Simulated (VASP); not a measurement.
# Al (Fm-3m) in VASP: a series of runs

The runs below take Al through single point, with LDA.

Everything below comes from runs of VASP 6.6.1. Logs are shortened: lines on timing, memory, paths and dates and some standing lists are left out, and cuts for length are marked.

## Step 1: The cell of the first run

The structure is cubic, space group Fm-3m (No. 225). Conventional cell: a = 4.020 Å, b = 4.020 Å, c = 4.020 Å, α = 90.00°, β = 90.00°, γ = 90.00°. Within 3.7 Å of Al (site symmetry m-3m) lie 12 Al at 2.84 Å.

## Step 2: Single point, LDA

File INCAR:

```
SYSTEM = Al
ALGO = Normal
EDIFF = 1E-6
ENCUT = 500
GGA_COMPAT = .FALSE.
ISIF = 2
ISMEAR = 0
LASPH = .TRUE.
LCHARG = .TRUE.
LELF = .TRUE.
LREAL = .FALSE.
LVHAR = .TRUE.
LWAVE = .FALSE.
NBANDS = 8
NELM = 120
PREC = Accurate
SIGMA = 0.1
```

File KPOINTS:

```
k-points
0
G
  8 8 8
  0 0 0
```

File POSCAR:

```
Al
1.0
    0.0000000000      2.0100000000      2.0100000000
    2.0100000000      0.0000000000      2.0100000000
    2.0100000000      2.0100000000      0.0000000000
Al
1
Direct
    0.0000000000      0.0000000000      0.0000000000
```

Potentials or basis: VASP PAW LDA potentials, release 64 (Al).

Command:

```console
$ cat potpaw_LDA.64/Al/POTCAR > POTCAR
$ mpirun -np 1 vasp_std > vasp.out
```

OUTCAR:

```text
SYSTEM = Al
   EDIFF = 1E-6
   ENCUT = 500
   ISIF = 2
   ISMEAR = 0
   LASPH = .TRUE.
   LREAL = .FALSE.
   NELM = 120
   PREC = Accurate

 ion  position               nearest neighbor table
   1  0.000  0.000  0.000-

  LATTYP: Found a face centered cubic cell.
 ALAT       =     4.0200000000

  Lattice vectors:

 A1 = (   0.0000000000,   2.0100000000,   2.0100000000)
 A2 = (   2.0100000000,   0.0000000000,   2.0100000000)
 A3 = (   2.0100000000,   2.0100000000,   0.0000000000)

Analysis of symmetry for initial positions (statically):
=====================================================================
 Subroutine PRICEL returns:
 Original cell was already a primitive cell.

 Routine SETGRP: Setting up the symmetry group for a
 face centered cubic supercell.

 Subroutine GETGRP returns: Found 48 space group operations
 (whereof 48 operations were pure point group operations)
 out of a pool of 48 trial point group operations.

The static configuration has the point symmetry O_h .

Analysis of symmetry for dynamics (positions and initial velocities):
=====================================================================
 Subroutine PRICEL returns:
 Original cell was already a primitive cell.

 Routine SETGRP: Setting up the symmetry group for a
 face centered cubic supercell.

 Subroutine GETGRP returns: Found 48 space group operations
 (whereof 48 operations were pure point group operations)
 out of a pool of 48 trial point group operations.

The dynamic configuration has the point symmetry O_h .

 Subroutine INISYM returns: Found 48 space group operations
 (whereof 48 operations are pure point group operations),
 and found     1 'primitive' translations

----------------------------------------------------------------------------------------

                                     Primitive cell

  volume of cell :      16.2412

  direct lattice vectors                    reciprocal lattice vectors
     0.000000000  2.010000000  2.010000000    -0.248756219  0.248756219  0.248756219
     2.010000000  0.000000000  2.010000000     0.248756219 -0.248756219  0.248756219
     2.010000000  2.010000000  0.000000000     0.248756219  0.248756219 -0.248756219

  length of vectors
     2.842569260  2.842569260  2.842569260     0.430858410  0.430858410  0.430858410

  position of ions in fractional coordinates (direct lattice)
     0.000000000  0.000000000  0.000000000

  ion indices of the primitive-cell ions
   primitive index   ion index
                 1           1

----------------------------------------------------------------------------------------

 KPOINTS: k-points

Automatic generation of k-mesh.
 Grid dimensions read from file:
 generate k-points for:    8    8    8

 Generating k-lattice:

  Cartesian coordinates                     Fractional coordinates (reciprocal lattice)
    -0.031094527  0.031094527  0.031094527     0.125000000  0.000000000  0.000000000
     0.031094527 -0.031094527  0.031094527     0.000000000  0.125000000  0.000000000
     0.031094527  0.031094527 -0.031094527     0.000000000  0.000000000  0.125000000

  Length of vectors
     0.053857301  0.053857301  0.053857301

  Shift w.r.t. Gamma in fractional coordinates (k-lattice)
     0.000000000  0.000000000  0.000000000

 Subroutine IBZKPT returns following result:
 ===========================================

 Found     29 irreducible k-points:

 Following reciprocal coordinates:
            Coordinates               Weight
  0.000000  0.000000  0.000000      1.000000
  0.125000  0.000000  0.000000      8.000000
  0.250000  0.000000  0.000000      8.000000
  0.375000  0.000000  0.000000      8.000000
  0.500000  0.000000  0.000000      4.000000
  0.125000  0.125000  0.000000      6.000000
[... 16 lines left out ...]
  0.500000  0.250000  0.125000     48.000000
 -0.375000  0.250000  0.125000     24.000000
 [... further k-points ...]
   k-points           NKPTS =     29   k-points in BZ     NKDIM =     29   number of bands    NBANDS=      8
   number of dos      NEDOS =    301   number of ions     NIONS =      1
   total plane-waves  NPLWV =  13824
   dimension x,y,z NGX =    24 NGY =   24 NGZ =   24
   dimension x,y,z NGXF=    48 NGYF=   48 NGZF=   48
   ions per type =               1
   NGX,Y,Z   is equivalent  to a cutoff of  14.04, 14.04, 14.04 a.u.
   NGXF,Y,Z  is equivalent  to a cutoff of  28.07, 28.07, 28.07 a.u.
 SYSTEM =  Al
   PREC   = accura    normal or accurate (medium, high low for compatibility)
   ISTART =      0    job   : 0-new  1-cont  2-samecut
   ICHARG =      2    charge: 1-file 2-atom 10-const
   ISPIN  =      1    spin polarized calculation?
   LNONCOLLINEAR =      F non collinear calculations
   LSORBIT =      F    spin-orbit coupling
   LASPH  =      T    aspherical Exc in radial PAW
   ENCUT  =  500.0 eV  36.75 Ry    6.06 a.u.   5.18  5.18  5.18*2*pi/ulx,y,z
   NELM   =    120;   NELMIN=  2; NELMDL= -5     # of ELM steps
   EDIFF  = 0.1E-05   stopping-criterion for ELM
   LREAL  =      F    real-space projection
   EDIFFG = 0.1E-04   stopping-criterion for IOM
   NSW    =      0    number of steps for IOM
   IBRION =     -1    ionic relax: 0-MD 1-quasi-New 2-CG
   NFREE  =      0    steps in history (QN), initial steepest desc. (CG)
   ISIF   =      2    stress and relaxation
   ISYM   =      2    0-nonsym 1-usesym 2-fastsym
   POTIM  = 0.5000    time-step for ionic-motion
   TEBEG  =    0.0;   TEEND  =   0.0 temperature during run
   PSTRESS=    0.0 pullay stress
   NELECT =       3.0000    total number of electrons
   NUPDOWN=      -1.0000    fix difference up-down
   EMIN   =  10.00;   EMAX   =-10.00  energy-range for DOS
   EFERMI =   0.00;   METHOD = LEGACY
   ISMEAR =     0;   SIGMA  =   0.10  broadening in eV -4-tet -1-fermi 0-gaus
   EFERMI_NEDOS =   21; number of points for ismear=-14 and -15
   IALGO  =     38    algorithm
   IMIX   =      4    mixing-type and parameters
     AMIX     =   0.40;   BMIX     =  1.00
     AMIX_MAG =   1.60;   BMIX_MAG =  1.00
  volume/ion in A,a.u.               =      16.24       109.60
  Fermi-wavevector in a.u.,A,eV,Ry     =   0.932343  1.761873 11.827055  0.869264
  Thomas-Fermi vector in A             =   2.058931
   LORBIT       =      0    0 simple, 1 ext, 2 COOP (PROOUT), +10 PAW based schemes
   GGA     = CA    functional components
   LHFCALC =     F    Hartree Fock is set to
   AEXX    =    0.0000 exact exchange contribution
   IVDW    =     0    specifies the selected vdW correction
   LEPSILON=     F    determine dielectric tensor
   LRPA    =     F    only Hartree local field effects (RPA)
 non-spin polarized calculation
 Gauss-broadening in eV      SIGMA  =   0.10
  energy-cutoff  :      500.00
  volume of cell :       16.24
 maximum number of plane-waves:       428
 NGX is ok and might be reduce to    24
   NGX = 11   NGY = 11   NGZ = 11

 number of electron       3.0000000 magnetization

 Free energy of the ion-electron system (eV)
  ---------------------------------------------------
  ext. energy  EPLUGINS =         0.00000000
  ---------------------------------------------------
  free energy    TOTEN  =        -4.18448720 eV

  energy without entropy =       -4.18137711  energy(sigma->0) =       -4.18293215

 E-fermi :   8.0162     XC(G=0): -10.4014

 val. band max:        7.6331644230   @ k =  -0.2500   0.3750   0.1250
 cond. band min:       8.0925109082   @ k =   0.5000   0.2500   0.1250
 fundamental gap:      0.4593464851
 Fermi energy:         8.0162272204

 k-point     1 :       0.0000    0.0000    0.0000
  band No.  band energies     occupation
      1      -3.2520      2.00000
      2      20.6149      0.00000
      3      20.6149      0.00000
      4      20.6149      0.00000
      5      22.0559      0.00000
      6      22.0559      0.00000
      7      22.0559      0.00000
      8      24.6870      0.00000

 k-point     2 :       0.1250    0.0000    0.0000
  band No.  band energies     occupation
      1      -2.8243      2.00000
      2      16.3058      0.00000
      3      19.6552      0.00000
      4      19.6552      0.00000
      5      22.7585      0.00000
      6      23.6002      0.00000
      7      23.6002      0.00000
      8      25.6676      0.00000

 k-point     3 :       0.2500    0.0000    0.0000
  band No.  band energies     occupation
      1      -1.5491      2.00000
      2      11.4122      0.00000
      3      18.8852      0.00000
      4      18.8852      0.00000
      5      22.4288      0.00000
      6      22.7303      0.00000
      7      22.7303      0.00000
      8      26.8907      0.00000

 k-point     4 :       0.3750    0.0000    0.0000
  band No.  band energies     occupation
      1       0.5506      2.00000
      2       7.0843      2.00000
      3      18.7930      0.00000
      4      18.7930      0.00000
      5      20.7451      0.00000
      6      20.7451      0.00000
      7      22.5153      0.00000
      8      24.8078      0.00000

 k-point     5 :       0.5000    0.0000    0.0000
  band No.  band energies     occupation
      1       3.3451      2.00000
      2       3.5420      2.00000
      3      19.3611      0.00000
      4      19.3611      0.00000
      5      19.4653      0.00000
      6      19.4653      0.00000
      7      23.2910      0.00000
      8      23.3138      0.00000
[... 177 lines left out ...]
 k-point    22 :       0.3750    0.2500    0.1250
  band No.  band energies     occupation
      1      -0.4255      2.00000
      2      11.8262      0.00000
      3      13.2340      0.00000
      4      16.7685      0.00000
      5      20.1530      0.00000
      6      21.9167      0.00000
      7      24.9501      0.00000
      8      28.2853      0.00000

 k-point    23 :       0.5000    0.2500    0.1250
  band No.  band energies     occupation
      1       1.6560      2.00000
      2       8.0925      0.28067
      3      12.5559      0.00000
      4      14.6228      0.00000
      5      20.7788      0.00000
      6      22.8707      0.00000
      7      24.9995      0.00000
      8      28.9706      0.00000

 k-point    24 :      -0.3750    0.2500    0.1250
  band No.  band energies     occupation
      1       4.3971      2.00000
      2       4.6433      2.00000
      3      12.9594      0.00000
      4      13.4178      0.00000
      5      21.3023      0.00000
      6      21.7420      0.00000
      7      28.2671      0.00000
      8      28.5978      0.00000

 [... further k-points ...]

------------------------ aborting loop because EDIFF is reached ----------------------------------------

  FORCE on cell =-STRESS in cart. coord.  units (eV):
  Direction    XX          YY          ZZ          XY          YZ          ZX
  --------------------------------------------------------------------------------------
  -------------------------------------------------------------------------------------
  Total       -0.2039965     -0.2039965     -0.2039965     -0.0000000      0.0000000     -0.0000000
  in kB      -20.1240399    -20.1240399    -20.1240399     -0.0000000      0.0000000     -0.0000000
  external PRESSURE =     -20.1240399 kB  Pullay stress =       0.0000000 kB

 VOLUME and BASIS-vectors are now :
 -----------------------------------------------------------------------------
  energy-cutoff  :      500.00
  volume of cell :       16.24
      direct lattice vectors                 reciprocal lattice vectors
     0.000000000  2.010000000  2.010000000    -0.248756219  0.248756219  0.248756219
     2.010000000  0.000000000  2.010000000     0.248756219 -0.248756219  0.248756219
     2.010000000  2.010000000  0.000000000     0.248756219  0.248756219 -0.248756219

 POSITION                                       TOTAL-FORCE (eV/Angst)
 -----------------------------------------------------------------------------------
      0.00000      0.00000      0.00000        -0.000000     -0.000000      0.000000
 -----------------------------------------------------------------------------------
    total drift:                                0.000000     -0.000000      0.000000

  FREE ENERGIE OF THE ION-ELECTRON SYSTEM (eV)
  ---------------------------------------------------
  free  energy   TOTEN  =        -4.1844871998 eV

  energy  without entropy=       -4.1813771089  energy(sigma->0) =       -4.18293215
```

Wall time 5.8 s (1 thread of Intel Xeon 8259CL, shared host); peak memory 0.11 GiB.

What came out:

| Property | Result |
| --- | --- |
| Free energy | -4.1845 eV |
| Pressure | -2.0 GPa |

## Step 3: Single point, LDA

This run uses another cell than the first one, of 15.80 Å³/atom, 0.973 times its volume.

File INCAR:

```
SYSTEM = Al
PREC = Accurate
ENCUT = 500
EDIFF = 1E-6
ISMEAR = 0
SIGMA = 0.1
LREAL = .FALSE.
LASPH = .TRUE.
NELM = 120
ALGO = Normal
ISIF = 2
LWAVE = .FALSE.
LCHARG = .FALSE.
GGA = CA
NBANDS = 8
GGA_COMPAT = .FALSE.
```

File KPOINTS:

```
regular mesh
0
G
  18 18 18
  0 0 0
```

File POSCAR:

```
Al
1.0
    0.0000000000      1.9917798323      1.9917798323
    1.9917798323      0.0000000000      1.9917798323
    1.9917798323      1.9917798323      0.0000000000
Al
1
Direct
    0.0000000000      0.0000000000      0.0000000000
```

Potentials or basis: VASP PAW LDA potentials, release 64 (Al).

Command:

```console
$ cat potpaw_LDA.64/Al/POTCAR > POTCAR
$ mpirun -np 1 vasp_std > vasp.out
```

OUTCAR:

```text
SYSTEM = Al
   PREC = Accurate
   ENCUT = 500
   EDIFF = 1E-6
   ISMEAR = 0
   LREAL = .FALSE.
   LASPH = .TRUE.
   NELM = 120
   ISIF = 2
   GGA = CA

 ion  position               nearest neighbor table
   1  0.000  0.000  0.000-

  LATTYP: Found a face centered cubic cell.
 ALAT       =     3.9835596646

  Lattice vectors:

 A1 = (   0.0000000000,   1.9917798323,   1.9917798323)
 A2 = (   1.9917798323,   0.0000000000,   1.9917798323)
 A3 = (   1.9917798323,   1.9917798323,   0.0000000000)

Analysis of symmetry for initial positions (statically):
[... 435 lines left out ...]
      2      12.1650      0.00000
      3      17.7278      0.00000
      4      20.6217      0.00000
      5      22.3911      0.00000
      6      23.5558      0.00000
      7      23.9371      0.00000
      8      26.1657      0.00000

 [... further k-points ...]
[... 5 lines left out ...]
  --------------------------------------------------------------------------------------
  -------------------------------------------------------------------------------------
  Total        0.0072405      0.0072405      0.0072405      0.0000000      0.0000000      0.0000000
  in kB        0.7340458      0.7340458      0.7340458      0.0000000      0.0000000      0.0000000
  external PRESSURE =       0.7340458 kB  Pullay stress =       0.0000000 kB

 VOLUME and BASIS-vectors are now :
 -----------------------------------------------------------------------------
  energy-cutoff  :      500.00
  volume of cell :       15.80
      direct lattice vectors                 reciprocal lattice vectors
     0.000000000  1.991779832  1.991779832    -0.251031762  0.251031762  0.251031762
     1.991779832  0.000000000  1.991779832     0.251031762 -0.251031762  0.251031762
     1.991779832  1.991779832  0.000000000     0.251031762  0.251031762 -0.251031762

 POSITION                                       TOTAL-FORCE (eV/Angst)
 -----------------------------------------------------------------------------------
      0.00000      0.00000      0.00000         0.000000      0.000000      0.000000
 -----------------------------------------------------------------------------------
    total drift:                               -0.000000      0.000000      0.000000

  FREE ENERGIE OF THE ION-ELECTRON SYSTEM (eV)
  ---------------------------------------------------
  free  energy   TOTEN  =        -4.1901582743 eV

  energy  without entropy=       -4.1871702800  energy(sigma->0) =       -4.18866428
```

Run time: 22 s. Hardware: 1 thread of Intel Xeon 8259CL, shared host; peak memory 0.13 GiB.

Results:

```yaml
Free_energy: -4.1902 eV
Pressure: 0.1 GPa
```

Levels at points of the mesh, in eV from the Fermi level:
```tsv
k point	band 1	band 2	band 3	band 4	band 5
(0.00, 0.00, 0.00)	-11.39	12.82	12.82	12.82	14.47
(0.50, 0.00, 0.00)	-4.71	-4.44	11.64	11.64	11.71
(0.50, 0.50, 0.00)	-2.99	-1.61	5.31	5.75	5.75
```
